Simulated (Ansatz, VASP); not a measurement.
## PbO2: VASP beside Ansatz

Contents of POSCAR:

```
PbO2
1.0
    1.7229055308      0.9947199720      4.4559399160
   -1.7229055308      0.9947199720      4.4559399160
    0.0000000000     -1.9894399440      4.4559399160
Pb O
1 2
Direct
    0.0000000000      0.0000000000      0.0000000000
    0.2557609933      0.2557609933      0.2557609933
    0.7442390067      0.7442390067      0.7442390067
```

The input INCAR.step1:

```
SYSTEM = PbO2
PREC = Accurate
ENCUT = 520
ISMEAR = 0
SIGMA = 0.01
LREAL = .False.
LASPH = .True.
NELM = 60
NBANDS = 20
GGA = PE
ALGO = Normal
EDIFF = 1E-4
LWAVE = .True.
LCHARG = .False.
```

The input INCAR.step2:

```
SYSTEM = PbO2
PREC = Accurate
ENCUT = 520
EDIFF = 1E-7
ISMEAR = 0
SIGMA = 0.01
LREAL = .False.
LASPH = .True.
NELM = 60
ALGO = Normal
ISIF = 2
LWAVE = .False.
LCHARG = .False.
METAGGA = R2SCAN
LMIXTAU = .True.
NBANDS = 20
ISTART = 1
```

Contents of KPOINTS:

```
regular mesh
0
Gamma
  12 12 12
  0 0 0
```

Input for Ansatz:

```yaml
crystal:
  lattice:
    - [1.7229055308, 0.994719972, 4.455939916]
    - [-1.7229055308, 0.994719972, 4.455939916]
    - [0.0, -1.989439944, 4.455939916]
  atoms:
    - { symbol: Pb, position: [0.0, 0.0, 0.0] }
    - { symbol: O, position: [0.2557609933, 0.2557609933, 0.2557609933] }
    - { symbol: O, position: [0.7442390067, 0.7442390067, 0.7442390067] }
basis:
  ecutwfc: 500
kpoints:
  mp_grid: { grid: [12, 12, 12] }
  band_path:
    path:
      - [[0.0, 0.0, 0.0], [0.5, 0.5, 0.5], [0.80011088, 0.19988912, 0.5]]
      - [[0.5, -0.19988912, 0.19988912], [0.5, 0.0, 0.0], [0.0, 0.0, 0.0], [0.34994456, -0.34994456, 0.0]]
      - [[0.65005544, 0.0, 0.34994456], [0.5, 0.0, 0.5], [0.0, 0.0, 0.0]]
    npoints: 14
hamiltonian:
  xc: r2scan
scf:
  occupations: { method: gaussian, width: 0.01 }
  n_extra_bands: 7
output:
  forces: true
  stress: true
  eigenvalues: true
  populations: true
  dos: { projected: true, de: 0.02, nscf_kmesh: { grid: [15, 15, 15] } }
  bader: true
```

Alike in both runs: task single point; functional r2SCAN; k mesh 12 × 12 × 12; occupations gaussian, width 0.01 eV; no spin polarisation.

|  | VASP | Ansatz |
| --- | --- | --- |
| version | VASP 6.6.1 | Ansatz 0.2.0 |
| potentials or method | VASP PAW PBE potentials, release 64 (Pb_d, O), cutoff 520 eV | scalar-relativistic, plane waves, PAW |
| valence electrons in the cell | 26 | 26 |

```csv
,VASP,Ansatz,Ansatz less VASP
gap on the k mesh at the Fermi level (eV),0.34,0.37,+0.025
least direct gap on the mesh (eV),0.41,0.44,+0.030
pressure (GPa),-5.0,-5.8,-0.78
"traceless stress, the component that is largest in VASP (GPa)",0.56,1.02,+0.457
rms of the force components (eV/Å),0.133,0.167,+0.0335
```

VASP's potentials were made for PBE, not for r2SCAN. Atom by atom the forces differ by 0.034 eV/Å (rms over components). With one functional, cell and mesh, what is left measures potentials, basis and numerics.

Spin-orbit coupling is off throughout.
